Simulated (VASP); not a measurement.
The system is CuI.

```xyz
2
Lattice="0.0000 3.0120 3.0120 3.0120 0.0000 3.0120 3.0120 3.0120 0.0000" Properties=species:S:1:pos:R:3 pbc="T T T"
Cu    0.0000    0.0000    0.0000
I     1.5060    1.5060    1.5060
```

Base run:

| Quantity | Value |
| --- | --- |
| Program | VASP 6.6.1 |
| Functional | PBE |
| Potentials or basis | VASP PAW PBE potentials, release 64 (Cu, I) |
| Cutoff | 520 eV |
| k mesh | 8 × 8 × 8 |
| Occupations | fermi-dirac, width 0.02 eV |
| Spin | no spin polarisation |

Its results: band gap on the k mesh 1.20 eV; pressure 1.1 GPa.

Question: The run is repeated on the same cell with these changes: functional from PBE to r2SCAN; occupations from fermi-dirac, width 0.02 eV to gaussian, width 0.01 eV. What comes out?

Answer: Band gap on the k mesh 1.67 eV; pressure -0.1 GPa.

Caveats: spin-orbit coupling is left out, which moves the levels of the heavy elements; the PAW data sets were made with another functional, which shifts forces and pressure a little (at least some runs).

